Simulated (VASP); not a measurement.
# C: single point with PBE

The system is C.

```
C
1.0
     0.00000    1.78579    1.78579
     1.78579    0.00000    1.78579
     1.78579    1.78579    0.00000
C
2
Direct
  0.00000 0.00000 0.00000
  0.25000 0.25000 0.25000
```

- Program: VASP 6.6.1
- Task: single point
- Functional: PBE
- Potentials or basis: VASP PAW PBE potentials, release 64 (C)
- Cutoff: 600 eV
- k mesh: 12 × 12 × 12
- Occupations: gaussian, width 0.02 eV
- Spin: no spin polarisation

The pressure is 0.0 GPa and the band gap on the k mesh is 4.14 eV, indirect (least direct gap 5.58 eV).

Levels at points of the mesh, in eV from the valence-band top:
```csv
k point,band 2,band 3,band 4,band 5,band 6,band 7
"(0.00, 0.00, 0.00)",0.00,0.00,0.00,5.58,5.58,5.58
"(0.50, 0.00, 0.00)",-13.33,-2.79,-2.79,8.44,8.44,8.79
"(0.50, 0.50, 0.00)",-12.74,-6.27,-6.27,4.75,4.75,16.74
```

Run time: 15 s on 1 thread of AMD EPYC 7R43 64-Core Processor (Zen 3), with other jobs on the host, peak memory 0.08 GiB.

A k mesh can miss the band edges.
